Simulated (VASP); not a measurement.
**BN: single point with PBEsol**

BN:

```
B N
1.0
    -2.54101    0.00000    0.00000
    -1.27051   -2.20058    0.00000
    -2.85864   -1.65044   12.60989
B N
6 6
Cartesian
  -2.5410 -1.4671 2.8882
  -2.5410 -1.4671 7.0915
  -2.5410 -1.4671 11.2948
  -1.2705 -0.7335 0.7866
  -1.2705 -0.7335 4.9899
  -1.2705 -0.7335 9.1932
  -2.5410 -1.4671 1.3142
  -2.5410 -1.4671 5.5175
  -2.5410 -1.4671 9.7208
  -1.2705 -0.7335 11.8225
  -1.2705 -0.7335 3.4159
  -1.2705 -0.7335 7.6192
```

This cell differs from its parent crystal: the part above a cut slid along it.

- Program: VASP 6.6.1
- Task: single point
- Functional: PBEsol
- Potentials or basis: VASP PAW PBE potentials, release 64 (B, N)
- Cutoff: 600 eV
- k mesh: 10 × 10 × 2
- Occupations: gaussian, width 0.05 eV
- Spin: no spin polarisation

```json
{"Pressure": "2.9 GPa", "Largest force": "4.774 eV/Å", "Band gap on the k mesh": "2.61 eV (least direct gap 3.55 eV)"}
```

Forces in eV/Å, atoms in the order of the input:
```
B   -0.288 -0.166  0.504
B    0.001  0.001  0.177
B   -0.255 -0.147 -0.134
B   -2.075 -1.198  1.126
B   -0.014 -0.008  0.183
B    0.032  0.019  0.189
N   -0.853 -0.492  1.762
N   -0.003 -0.002 -0.177
N    0.179  0.103 -0.417
N    3.318  1.916 -2.849
N   -0.045 -0.026 -0.176
N    0.003  0.002 -0.187
```

Stress tensor (GPa, compression positive):
```
 -6.25  -2.59 -15.38
 -2.59  -3.26  -8.88
-15.38  -8.88  18.30
```

Levels at points of the mesh, in eV from the valence-band top:
```tsv
k point	band 21	band 22	band 23	band 24	band 25	band 26	band 27	band 28
(0.00, 0.00, 0.00)	-0.72	-0.37	-0.30	0.00	6.55	7.72	7.75	8.28
(0.50, 0.00, 0.00)	-3.68	-3.37	-2.53	-1.66	3.61	5.47	6.23	6.33
(0.50, 0.50, 0.00)	-3.57	-3.33	-2.45	-0.98	2.64	5.56	6.24	6.36
(0.00, 0.00, 0.50)	-0.84	-0.59	-0.28	-0.25	6.61	7.68	7.71	8.48
(0.50, 0.00, 0.50)	-3.79	-3.06	-2.62	-1.57	3.54	5.42	6.16	6.34
(0.50, 0.50, 0.50)	-3.89	-2.96	-2.57	-0.94	2.61	5.53	6.19	6.41
```

Wall time 5 min on 1 thread of Oxide Virtual Turin-like Processor, with other jobs on the host, peak memory 0.24 GiB.

Caveat: the cell differs from its parent crystal (the part above a cut slid along it); the stress differs along the axes, from -6 to 18 GPa; the PAW data sets were made with another functional, which shifts forces and pressure a little. A k mesh can miss the band edges.
